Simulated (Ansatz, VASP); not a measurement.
Ti2B3: VASP beside Ansatz

The input INCAR:

```
PREC     = Accurate       # precision mode
ENCUT    = 600            # plane-wave cutoff, eV
EDIFF    = 1E-6           # SCF threshold, eV
ISMEAR   = 0              # smearing method
SIGMA    = 0.1            # smearing width, eV
LREAL    = False          # projectors in reciprocal space
LASPH    = True           # aspherical terms in the spheres
NELM     = 100            # most SCF steps
ALGO     = Normal         # electronic algorithm
ISIF     = 3              # what is computed and relaxed
LWAVE    = False          # write WAVECAR
LCHARG   = False          # write CHGCAR
GGA      = PE             # functional
IBRION   = 2              # ionic algorithm
NSW      = 100            # ionic steps
EDIFFG   = -0.01          # ionic threshold
```

The input KPOINTS:

```
regular mesh
0
Gamma
  12 12 6
```

The input POSCAR:

```
Ti2B3
1.0
    2.9654739643      0.0000000000      0.0000000000
    0.0000000000      2.9654739643      0.0000000000
    0.0000000000      0.0000000000      5.8667102579
Ti B
2 3
Direct
    0.0000000000      0.0000000000      0.7070160467
    0.5000000000      0.5000000000      0.3501186749
    0.5000000000      0.0000000000      0.0175569976
    0.0000000000      0.5000000000      0.0175569976
    0.0000000000      0.0000000000      0.1777512032
```

Input for Ansatz:

```yaml
crystal:
  lattice:
    - [2.9654739643, 0.0, 0.0]
    - [0.0, 2.9654739643, 0.0]
    - [0.0, 0.0, 5.8667102579]
  atoms:
    - { symbol: Ti, position: [0.0, 0.0, 0.7070160467] }
    - { symbol: Ti, position: [0.5, 0.5, 0.3501186749] }
    - { symbol: B, position: [0.5, 0.0, 0.0175569976] }
    - { symbol: B, position: [0.0, 0.5, 0.0175569976] }
    - { symbol: B, position: [0.0, 0.0, 0.1777512032] }
basis:
  ecutwfc: 420
kpoints:
  mp_grid: { grid: [12, 12, 6] }
hamiltonian:
  xc: pbe
scf:
  occupations: { method: gaussian, width: 0.1 }
output:
  forces: true
  stress: true
  eigenvalues: true
  write_density: true
  write_potential: true
  elf: true
  volumetric_format: npy
relax:
  adjacent_minimum: "off"
  f_tol: 0.01
  max_steps: 80
  cell: { stress_tol: 0.05 }
```

Change from the starting cell: species swapped into the Cu3Te2 type (P4mm, No. 99).

Alike in both runs: task relaxation of cell and atoms; functional PBE; k mesh 12 × 12 × 6; occupations gaussian, width 0.1 eV; no spin polarisation.

|  | VASP | Ansatz |
| --- | --- | --- |
| version | VASP 6.6.1 | Ansatz 0.2.0 |
| potentials or method | VASP PAW PBE potentials, release 64 (Ti_sv, B), cutoff 600 eV | scalar-relativistic, plane waves, PAW |
| valence electrons in the cell | 33 | 33 |

|  | VASP | Ansatz | Ansatz less VASP |
| --- | --- | --- | --- |
| gap on the k mesh at the Fermi level, each at its own relaxed structure (eV) | none | none | - |
| relaxed volume (Å³/atom) | 10.31 | 10.32 | +0.011 |
| relaxed length of the cell vector where the two differ most in proportion (Å) | 5.896 | 5.900 | +0.0046 |

A gap of «none» marks a metal or a gap that the smearing closes.
